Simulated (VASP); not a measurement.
**Ru: density of states with PBE**

Crystal: Ru.

```
Ru
1.0
     2.70783    0.00000    0.00000
    -1.35391    2.34505    0.00000
     0.00000    0.00000    4.26810
Ru
2
Direct
  0.33333 0.66667 0.25000
  0.66667 0.33333 0.75000
```

| Quantity | Value |
| --- | --- |
| Program | VASP 6.6.1 |
| Task | density of states |
| Functional | PBE |
| Potentials or basis | VASP PAW PBE potentials, release 64 (Ru_pv) |
| Cutoff | 520 eV |
| k mesh | 4 × 3 × 1, shifted |
| Occupations | gaussian, width 0.1 eV |
| Spin | no spin polarisation |
| Dipole correction | no |
| k mesh for the DOS | 6 × 5 × 1 |
| Occupations for the DOS | gaussian |
| Further INCAR settings | ALGO = Normal; EDIFF = 1e-06; ISYM = 0 |

```json
{
 "Valence electrons inside the program's atomic spheres": "Ru 12.70"
}
```

Levels at points of the mesh, in eV from the Fermi level:
```csv
k point,band 10,band 11,band 12,band 13,band 14,band 15,band 16,band 17
"(0.00, 0.00, 0.00)",-2.80,-2.63,-2.12,-2.10,-1.68,-1.66,0.92,0.94
"(0.50, 0.00, 0.00)",-3.29,-2.30,-2.03,-1.72,1.19,1.61,1.69,3.84
```

Run time: 6.4 s on 1 thread of Intel Xeon 6975P-C, on a shared host, peak memory 0.13 GiB.

Caveat: the k points lie up to 1.47 Å⁻¹ apart.
